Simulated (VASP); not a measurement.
## PtS2: single point with PBEsol

Crystal: PtS2.

```
CELL_PARAMETERS angstrom
3.54320 0.00000 0.00000
-1.77160 3.06850 0.00000
0.00000 0.00000 5.03880
ATOMIC_POSITIONS crystal
Pt 0.00000 0.00000 0.00000
S 0.36592 0.73185 0.25000
S 0.66667 0.33333 0.75000
```

This cell differs from its parent crystal: atom 2 (S) moved by (+0.000, +0.200) A along x and y.

```
Program                : VASP 6.6.1
Task                   : single point
Functional             : PBEsol
Potentials or basis    : VASP PAW PBE potentials, release 64 (Pt, S)
Cutoff                 : 520 eV
k mesh                 : 12 × 12 × 8
Occupations            : gaussian, width 0.05 eV
Spin                   : no spin polarisation
Dipole correction      : no
Further INCAR settings : ALGO = Normal; EDIFF = 1e-07; NBANDS = 18
```

- Pressure: -1.7 GPa
- Largest force: 1.417 eV/Å
- Band gap on the k mesh: 0.33 eV (least direct gap 0.46 eV)

Forces in eV/Å, atoms in the order of the input:
```
Pt   0.000  1.314 -0.297
S    0.000 -1.398 -0.234
S    0.000  0.084  0.531
```

Stress tensor (GPa, compression positive):
```
 1.39  0.00  0.00
 0.00 -3.36 -4.79
 0.00 -4.79 -3.21
```

Levels at points of the mesh, in eV from the valence-band top:
```tsv
k point	band 9	band 10	band 11	band 12	band 13	band 14
(0.00, 0.00, 0.00)	-1.26	-0.75	-0.01	1.50	2.09	4.45
(0.50, 0.00, 0.00)	-3.17	-3.01	-2.41	1.43	2.19	5.23
(0.00, 0.50, 0.00)	-3.04	-2.84	-2.45	0.90	2.70	5.55
(0.00, 0.00, 0.50)	-1.42	-1.37	-1.11	2.18	2.61	5.44
(0.50, 0.00, 0.50)	-2.92	-2.40	-1.52	1.15	2.10	5.07
(0.00, 0.50, 0.50)	-2.67	-2.59	-1.20	1.64	2.12	4.54
```

It took 6.5 min on 1 thread of Intel Xeon 8259CL (shared host), peak memory 0.42 GiB.

Caveat: the cell differs from its parent crystal (atom 2 (S) moved by (+0.000, +0.200) A along x and y); the PAW data sets were made with another functional, which shifts forces and pressure a little; spin-orbit coupling is left out, which moves the levels of the heavy elements. A k mesh can miss the band edges.
